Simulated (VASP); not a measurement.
A run of VASP 6.6.1 is set up as follows.

Contents of INCAR:

```
PREC = Accurate
ENCUT = 500
EDIFF = 1E-7
ISMEAR = -1
SIGMA = 0.1
LREAL = False
LASPH = True
NELM = 120
ALGO = Normal
ISIF = 4
LWAVE = False
LCHARG = False
GGA = PE
IBRION = 2
NSW = 50
EDIFFG = -0.005
GGA_COMPAT = False
NELMIN = 4
```

KPOINTS

```
Automatic mesh
0
Gamma
  14 14 14
```

POSCAR

```
Zr
1.0
   -2.3419542252      2.3419542252      1.2910984404
    2.3419542252     -2.3419542252      1.2910984404
    2.3419542252      2.3419542252     -1.2910984404
Zr
2
Direct
   -0.3750000000     -0.1250000000     -0.2500000000
    0.3750000000      0.1250000000      0.2500000000
```

Potentials or basis: VASP PAW PBE potentials, release 64 (Zr_sv).

Run with:

```bash
$ cat potpaw_PBE.64/Zr_sv/POTCAR > POTCAR
$ mpirun -np 1 vasp_std > vasp.out
```

Estimate the band gap on the k mesh.

zero (bands 12 and 13 overlap by 2.63 eV).

Final structure:
```cif
data_structure
_symmetry_space_group_name_H-M 'P 1'
_symmetry_Int_Tables_number 1
_cell_length_a 3.5486
_cell_length_b 3.5486
_cell_length_c 3.5486
_cell_angle_alpha 97.696
_cell_angle_beta 97.696
_cell_angle_gamma 137.069
_cell_volume 28.33
loop_
_atom_site_label
_atom_site_type_symbol
_atom_site_fract_x
_atom_site_fract_y
_atom_site_fract_z
_atom_site_occupancy
Zr1 Zr 0.62500 0.87500 0.75000 1
Zr2 Zr 0.37500 0.12500 0.25000 1
```
